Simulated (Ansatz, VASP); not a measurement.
# Two plane-wave programs on SbSe2

```
CELL_PARAMETERS angstrom
0.00000 3.45640 3.45640
3.45640 0.00000 3.45640
3.45640 3.45640 0.00000
ATOMIC_POSITIONS crystal
Sb 0.00000 0.00000 0.00000
Se 0.25000 0.25000 0.25000
Se 0.75000 0.75000 0.75000
```

Alike in both runs: functional PBE; k mesh 12 × 12 × 12; occupations gaussian, width 0.1 eV; no spin polarisation.

Ansatz relaxed the structure, and its values are those at the end. VASP's run is a single point on that final structure, the one shown.

|  | VASP | Ansatz |
| --- | --- | --- |
| version | VASP 6.6.1 | Ansatz 0.2.0 |
| potentials or method | VASP PAW PBE potentials, release 64 (Sb, Se), cutoff 520 eV | scalar-relativistic, plane waves, PAW |
| valence electrons in the cell | 17 | 47 |

|  | VASP | Ansatz | Ansatz less VASP |
| --- | --- | --- | --- |
| gap on the k mesh at the Fermi level (eV) | none | none | - |
| pressure (GPa) | -0.1 | 0.0 | +0.08 |

A gap of «none» marks a metal or a gap that the smearing closes. VASP's potentials hold 17 valence electrons a cell and Ansatz's 47, so a difference there can come from the potentials and not from the codes.

Neither program's run includes spin-orbit coupling.
